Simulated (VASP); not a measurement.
# ZrSnI6 (Fm-3m) in VASP: settings compared

Aim: see how the results for ZrSnI6 move with the level of theory and the settings. Levels: PBEsol, r2SCAN+rVV10. Tasks: single point, relaxation of cell and atoms.

All numbers are computed with VASP 6.6.1; they aren't measurements. Logs are shortened: lines on timing, memory, paths and dates and some standing lists are left out, and cuts for length are marked.

### 1 The cell of the first run

The structure is cubic, space group Fm-3m (No. 225). Conventional cell: a = 11.863 Å, b = 11.863 Å, c = 11.863 Å, α = 90.00°, β = 90.00°, γ = 90.00°. Zr (site symmetry m-3m) has 6 I at 2.83 Å within 3.7 Å. Sn (site symmetry m-3m) has 6 I at 3.10 Å within 4.1 Å. Within 3.7 Å of I (site symmetry 4mm) lie 1 Zr at 2.83 Å and 1 Sn at 3.10 Å.

### 2 Single point, PBEsol

INCAR

```
SYSTEM = ZrSnI6
PREC = Accurate ; ENCUT = 500
EDIFF = 1E-6 ; ISMEAR = -1
SIGMA = 0.03 ; LREAL = .False.
LASPH = .True. ; NELM = 120
ALGO = Normal ; ISIF = 2
LWAVE = .False. ; LCHARG = .False.
GGA = PS ; NBANDS = 44
GGA_COMPAT = .False.
```

KPOINTS

```
regular mesh
0
Gamma
  4 4 4
  0 0 0
```

POSCAR

```
ZrSnI6
1.0
    0.0000000000      5.9313352156      5.9313352156
    5.9313352156      0.0000000000      5.9313352156
    5.9313352156      5.9313352156      0.0000000000
Zr Sn I
1 1 6
Direct
    0.5000000000      0.5000000000      0.5000000000
    0.0000000000      0.0000000000      0.0000000000
    0.7387544997      0.2612455003      0.2612455003
    0.2612455003      0.7387544997      0.7387544997
    0.2612455003      0.7387544997      0.2612455003
    0.7387544997      0.2612455003      0.7387544997
    0.2612455003      0.2612455003      0.7387544997
    0.7387544997      0.7387544997      0.2612455003
```

Potentials or basis: VASP PAW PBE potentials, release 64 (Zr_sv, Sn_d, I).

Run with:

```console
$ cat potpaw_PBE.64/Zr_sv/POTCAR potpaw_PBE.64/Sn_d/POTCAR potpaw_PBE.64/I/POTCAR > POTCAR
$ mpirun -np 1 vasp_std > vasp.out
```

OUTCAR:

```text
SYSTEM = ZrSnI6
   PREC = Accurate
   ENCUT = 500
   EDIFF = 1E-6
   ISMEAR = -1
   LREAL = .False.
   LASPH = .True.
   NELM = 120
   ISIF = 2
   GGA = PS

 ion  position               nearest neighbor table
   1  0.500  0.500  0.500-   3 2.83   4 2.83   5 2.83   6 2.83   7 2.83   8 2.83
   2  0.000  0.000  0.000-   3 3.10   4 3.10   5 3.10   6 3.10   7 3.10   8 3.10
   3  0.739  0.261  0.261-   1 2.83   2 3.10
   4  0.261  0.739  0.739-   1 2.83   2 3.10
   5  0.261  0.739  0.261-   1 2.83   2 3.10
   6  0.739  0.261  0.739-   1 2.83   2 3.10
   7  0.261  0.261  0.739-   1 2.83   2 3.10
   8  0.739  0.739  0.261-   1 2.83   2 3.10

  LATTYP: Found a face centered cubic cell.
 ALAT       =    11.8626704312

  Lattice vectors:

 A1 = (   0.0000000000,   5.9313352156,   5.9313352156)
 A2 = (   5.9313352156,   0.0000000000,   5.9313352156)
 A3 = (   5.9313352156,   5.9313352156,   0.0000000000)

Analysis of symmetry for initial positions (statically):
=====================================================================
 Subroutine PRICEL returns:
 Original cell was already a primitive cell.

 Routine SETGRP: Setting up the symmetry group for a
 face centered cubic supercell.

 Subroutine GETGRP returns: Found 48 space group operations
 (whereof 48 operations were pure point group operations)
 out of a pool of 48 trial point group operations.

The static configuration has the point symmetry O_h .

Analysis of symmetry for dynamics (positions and initial velocities):
=====================================================================
 Subroutine PRICEL returns:
 Original cell was already a primitive cell.

 Routine SETGRP: Setting up the symmetry group for a
 face centered cubic supercell.

 Subroutine GETGRP returns: Found 48 space group operations
 (whereof 48 operations were pure point group operations)
 out of a pool of 48 trial point group operations.

The dynamic configuration has the point symmetry O_h .

 Subroutine INISYM returns: Found 48 space group operations
 (whereof 48 operations are pure point group operations),
 and found     1 'primitive' translations

----------------------------------------------------------------------------------------

[... 81 lines left out ...]
   ISPIN  =      1    spin polarized calculation?
   LNONCOLLINEAR =      F non collinear calculations
   LSORBIT =      F    spin-orbit coupling
   LASPH  =      T    aspherical Exc in radial PAW
   ENCUT  =  500.0 eV  36.75 Ry    6.06 a.u.  15.29 15.29 15.29*2*pi/ulx,y,z
   NELM   =    120;   NELMIN=  2; NELMDL= -5     # of ELM steps
   EDIFF  = 0.1E-05   stopping-criterion for ELM
   LREAL  =      F    real-space projection
[... 7 lines left out ...]
   TEBEG  =    0.0;   TEEND  =   0.0 temperature during run
   PSTRESS=    0.0 pullay stress
   NELECT =      68.0000    total number of electrons
   NUPDOWN=      -1.0000    fix difference up-down
   EMIN   =  10.00;   EMAX   =-10.00  energy-range for DOS
   EFERMI =   0.00;   METHOD = LEGACY
   ISMEAR =    -1;   SIGMA  =   0.03  broadening in eV -4-tet -1-fermi 0-gaus
   EFERMI_NEDOS =   21; number of points for ismear=-14 and -15
   IALGO  =     38    algorithm
   IMIX   =      4    mixing-type and parameters
     AMIX     =   0.40;   BMIX     =  1.00
     AMIX_MAG =   1.60;   BMIX_MAG =  1.00
  volume/ion in A,a.u.               =      52.17       352.04
  Fermi-wavevector in a.u.,A,eV,Ry     =   0.894160  1.689718 10.878163  0.799522
  Thomas-Fermi vector in A             =   2.016330
   LORBIT       =      0    0 simple, 1 ext, 2 COOP (PROOUT), +10 PAW based schemes
   GGA     = PS    functional components
   LHFCALC =     F    Hartree Fock is set to
   AEXX    =    0.0000 exact exchange contribution
   IVDW    =     0    specifies the selected vdW correction
   LEPSILON=     F    determine dielectric tensor
   LRPA    =     F    only Hartree local field effects (RPA)
 non-spin polarized calculation
  energy-cutoff  :      500.00
  volume of cell :      417.34
 maximum number of plane-waves:     10657
 NGX is ok and might be reduce to    64
   NGX = 31   NGY = 31   NGZ = 31

 number of electron      68.0000011 magnetization

 Free energy of the ion-electron system (eV)
  ---------------------------------------------------
  ext. energy  EPLUGINS =         0.00000000
  ---------------------------------------------------
  free energy    TOTEN  =       -28.63473690 eV

  energy without entropy =      -28.63473690  energy(sigma->0) =      -28.63473690

 E-fermi :   1.2317     XC(G=0):  -6.8877

 val. band max:        0.5658509084   @ k =   0.0000   0.0000   0.0000
 cond. band min:       2.0648627559   @ k =   0.5000   0.0000   0.0000
 fundamental gap:      1.4990118474
 Fermi energy:         1.2316840157

 k-point     1 :       0.0000    0.0000    0.0000
  band No.  band energies     occupation
      1     -48.8617      2.00000
      2     -26.8889      2.00000
      3     -26.8889      2.00000
      4     -26.8889      2.00000
      5     -20.6131      2.00000
      6     -20.6131      2.00000
[... 365 lines left out ...]
     43       7.0962      0.00000
     44       7.2614      0.00000

------------------------ aborting loop because EDIFF is reached ----------------------------------------

  FORCE on cell =-STRESS in cart. coord.  units (eV):
  Direction    XX          YY          ZZ          XY          YZ          ZX
  --------------------------------------------------------------------------------------
  -------------------------------------------------------------------------------------
  Total        0.0287948      0.0287948      0.0287948      0.0000000     -0.0000000      0.0000000
  in kB        0.1105447      0.1105447      0.1105447      0.0000000     -0.0000000      0.0000000
  external PRESSURE =       0.1105447 kB  Pullay stress =       0.0000000 kB

 VOLUME and BASIS-vectors are now :
 -----------------------------------------------------------------------------
  energy-cutoff  :      500.00
  volume of cell :      417.34
      direct lattice vectors                 reciprocal lattice vectors
     0.000000000  5.931335216  5.931335216    -0.084298051  0.084298051  0.084298051
     5.931335216  0.000000000  5.931335216     0.084298051 -0.084298051  0.084298051
     5.931335216  5.931335216  0.000000000     0.084298051  0.084298051 -0.084298051

 POSITION                                       TOTAL-FORCE (eV/Angst)
 -----------------------------------------------------------------------------------
      5.93134      5.93134      5.93134        -0.000000      0.000000      0.000000
      0.00000      0.00000      0.00000        -0.000000     -0.000000      0.000000
      3.09907      5.93134      5.93134        -0.006303      0.000000      0.000000
      8.76360      5.93134      5.93134         0.006303      0.000000      0.000000
      5.93134      3.09907      5.93134        -0.000000     -0.006303      0.000000
      5.93134      8.76360      5.93134        -0.000000      0.006303      0.000000
      5.93134      5.93134      3.09907        -0.000000      0.000000     -0.006303
      5.93134      5.93134      8.76360        -0.000000      0.000000      0.006303
 -----------------------------------------------------------------------------------
    total drift:                                0.000000      0.000000     -0.000000

  FREE ENERGIE OF THE ION-ELECTRON SYSTEM (eV)
  ---------------------------------------------------
  free  energy   TOTEN  =       -28.6347368972 eV

  energy  without entropy=      -28.6347368971  energy(sigma->0) =      -28.63473690
```

OSZICAR:

```text
N       E                     dE             d eps       ncg     rms          rms(c)
DAV:   1     0.557460137457E+03    0.55746E+03   -0.26844E+04   712   0.128E+03
DAV:   2     0.351951674613E+02   -0.52226E+03   -0.50550E+03   860   0.287E+02
DAV:   3    -0.268875460636E+02   -0.62083E+02   -0.61613E+02  1012   0.110E+02
DAV:   4    -0.304589719886E+02   -0.35714E+01   -0.35551E+01  1136   0.259E+01
DAV:   5    -0.306779016842E+02   -0.21893E+00   -0.21887E+00  1096   0.380E+00    0.124E+01
DAV:   6    -0.287189639124E+02    0.19589E+01   -0.37668E+00   828   0.847E+00    0.607E+00
DAV:   7    -0.286347356615E+02    0.84228E-01   -0.99880E-01  1044   0.360E+00    0.263E+00
DAV:   8    -0.286342015299E+02    0.53413E-03   -0.11171E-01   876   0.117E+00    0.127E+00
DAV:   9    -0.286345552174E+02   -0.35369E-03   -0.11486E-02   924   0.610E-01    0.262E-01
DAV:  10    -0.286347253253E+02   -0.17011E-03   -0.95215E-04  1024   0.141E-01    0.140E-01
DAV:  11    -0.286347410987E+02   -0.15773E-04   -0.20899E-04   852   0.778E-02    0.214E-02
DAV:  12    -0.286347366733E+02    0.44254E-05   -0.29230E-05   892   0.290E-02    0.128E-02
DAV:  13    -0.286347368972E+02   -0.22391E-06   -0.82061E-06   896   0.150E-02
   1 F= -.28634737E+02 E0= -.28634737E+02  d E =-.563080E-10
```

stdout:

```text
POSCAR found type information on POSCAR ZrSnI
 POSCAR found :  3 types and       8 ions
 scaLAPACK will be used
 -----------------------------------------------------------------------------
|                                                                             |
|                                                                             |
|     You enforced a specific xc type in the INCAR file but a different       |
|     I HOPE YOU KNOW WHAT YOU ARE DOING!                                     |
|                                                                             |
 -----------------------------------------------------------------------------

 LDA part: xc-table for (Slater+PW92), standard interpolation
 POSCAR, INCAR and KPOINTS ok, starting setup
 FFT: planning ... GRIDC
 FFT: planning ... GRID_SOFT
 FFT: planning ... GRID
 WAVECAR not read
 entering main loop
```

Run time: 5.4 min. Hardware: 1 thread of Intel Xeon 6975P-C (Granite Rapids), shared host; peak memory 0.65 GiB.

What came out:

| Item | Value |
| --- | --- |
| Free energy | -28.6347 eV |
| Pressure | 0.0 GPa |
| Largest force | 0.006 eV/Å |
| Band gap on the k mesh | 1.50 eV (least direct gap 1.61 eV) |

Forces in eV/Å, atoms in the order of the input:
```
Zr   0.000  0.000  0.000
Sn   0.000  0.000  0.000
I   -0.006  0.000  0.000
I    0.006  0.000  0.000
I    0.000 -0.006  0.000
I    0.000  0.006  0.000
I    0.000  0.000 -0.006
I    0.000  0.000  0.006
```

Caveat: the PAW data sets were made with another functional, which shifts forces and pressure a little; spin-orbit coupling is left out, which moves the levels of the heavy elements. A k mesh can miss the band edges.

[end of part 1 of 2]
